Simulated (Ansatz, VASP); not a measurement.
**Two plane-wave programs on PtS2**

The input INCAR:

```
SYSTEM = PtS2
  PREC = Accurate
  ENCUT = 520
  EDIFF = 1E-6
  ISMEAR = 0
  SIGMA = 0.05
  LREAL = .FALSE.
  LASPH = .TRUE.
  NELM = 80
  ALGO = Normal
  ISIF = 2
  LWAVE = .FALSE.
  LCHARG = .TRUE.
  LDIPOL = .TRUE.
  IDIPOL = 3
  DIPOL = 0.5 0.5 0.383
  GGA = PE
  IVDW = 12
  LELF = .TRUE.
  LVHAR = .TRUE.
  LVACPOTAV = .TRUE.
  NBANDS = 31
```

File KPOINTS:

```
regular mesh
0
G
  9 9 1
  0 0 0
```

File POSCAR:

```
PtS2
1.0
    3.5415266177      0.0000000000      0.0000000000
   -1.7707633089      3.0670520191      0.0000000000
    0.0000000000      0.0000000000     22.4670701842
S Pt
4 2
Direct
    0.6666666667      0.3333333333      0.2002931385
    0.3333333333      0.6666666667      0.3108342581
    0.3333333333      1.0000000000      0.4550453178
    0.0000000000      1.3333333333      0.5655864374
    0.0000000000      0.0000000000      0.2555636983
   -0.3333333333      0.6666666667      0.5103158776
```

Input for Ansatz:

```yaml
crystal:
  lattice:
    - [3.5415266177, 0.0, 0.0]
    - [-1.7707633089, 3.0670520191, 0.0]
    - [0.0, 0.0, 22.4670701842]
  atoms:
    - { symbol: S, position: [0.6666666667, 0.3333333333, 0.2002931385] }
    - { symbol: Pt, position: [0.0, 0.0, 0.2555636983] }
    - { symbol: S, position: [0.3333333333, 0.6666666667, 0.3108342581] }
    - { symbol: S, position: [0.3333333333, 1.0, 0.4550453178] }
    - { symbol: Pt, position: [-0.3333333333, 0.6666666667, 0.5103158776] }
    - { symbol: S, position: [0.0, 1.3333333333, 0.5655864374] }
basis:
  ecutwfc: 420
kpoints:
  mp_grid: { grid: [9, 9, 1] }
hamiltonian:
  xc: pbe
  pseudopotentials: { kind: paw, azcp: { folder: soft_1 } }
  dispersion: d3bj
scf:
  occupations: { method: gaussian, width: 0.05 }
output:
  forces: true
  eigenvalues: true
efield:
  axis: 3
  dipole_correction: true
  ramp_width: 0.04
```

Alike in both runs: task single point; functional PBE; dispersion D3(BJ); k mesh 9 × 9 × 1; occupations gaussian, width 0.05 eV; no spin polarisation.

|  | VASP | Ansatz |
| --- | --- | --- |
| version | VASP 6.6.1 | Ansatz 0.2.0 |
| potentials or method | VASP PAW PBE potentials, release 64 (S, Pt), cutoff 520 eV | scalar-relativistic, plane waves, PAW |
| valence electrons in the cell | 44 | 60 |

Ansatz gave:

```
gap on the k mesh at the Fermi level (eV) : 1.29
least direct gap on the mesh (eV)         : 1.41
rms of the force components (eV/Å)        : 0.037
```

Which values does VASP return?

gap on the k mesh at the Fermi level (eV): 1.30; least direct gap on the mesh (eV): 1.42; rms of the force components (eV/Å): 0.042.

VASP's potentials hold 44 valence electrons a cell and Ansatz's 60, so a difference there can come from the potentials and not from the codes.

Spin-orbit coupling is off throughout.
